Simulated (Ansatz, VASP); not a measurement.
# Se: VASP beside Ansatz

File INCAR:

```
  ALGO = Normal
  EDIFF = 1E-6
  ENCUT = 520
  ISIF = 2
  ISMEAR = 0
  LASPH = True
  LCHARG = False
  LREAL = False
  LWAVE = False
  NBANDS = 9
  NELM = 60
  PREC = Accurate
  SIGMA = 0.15
```

KPOINTS

```
k-points
0
Gamma
  16 16 16
```

File POSCAR:

```
Se
1.0
    2.7262461294      0.0000000000      0.0000000000
    0.0000000000      2.7262461294      0.0000000000
    0.0000000000      0.0000000000      2.7262461294
Se
1
Direct
    0.0000000000      0.0000000000      0.0000000000
```

Input for Ansatz:

```yaml
crystal:
  lattice:
    - [2.7262461294, 0.0, 0.0]
    - [0.0, 2.7262461294, 0.0]
    - [0.0, 0.0, 2.7262461294]
  atoms:
    - { symbol: Se, position: [0.0, 0.0, 0.0] }
basis:
  ecutwfc: 420
kpoints:
  mp_grid: { grid: [16, 16, 16] }
hamiltonian:
  xc: lda
scf:
  occupations: { method: gaussian, width: 0.15 }
output:
  forces: true
  stress: true
  eigenvalues: true
```

Change from the starting cell: strain -0.030 along x and y, -0.030 along z, atoms carried along.

Alike in both runs: task single point; functional LDA; k mesh 16 × 16 × 16; occupations gaussian, width 0.15 eV; no spin polarisation.

|  | VASP | Ansatz |
| --- | --- | --- |
| version | VASP 6.6.1 | Ansatz 0.2.0 |
| potentials or method | VASP PAW LDA potentials, release 64 (Se), cutoff 520 eV | scalar-relativistic, plane waves, PAW |
| valence electrons in the cell | 6 | 16 |

|  | VASP | Ansatz | Ansatz less VASP |
| --- | --- | --- | --- |
| gap on the k mesh at the Fermi level (eV) | none | none | - |
| pressure (GPa) | 4.6 | 4.4 | -0.25 |

LDA's correlation is that of Perdew and Zunger in VASP and of Perdew and Wang (1992) in Ansatz. A gap of «none» marks a metal or a gap that the smearing closes. VASP's potentials hold 6 valence electrons a cell and Ansatz's 16, so a difference there can come from the potentials and not from the codes.
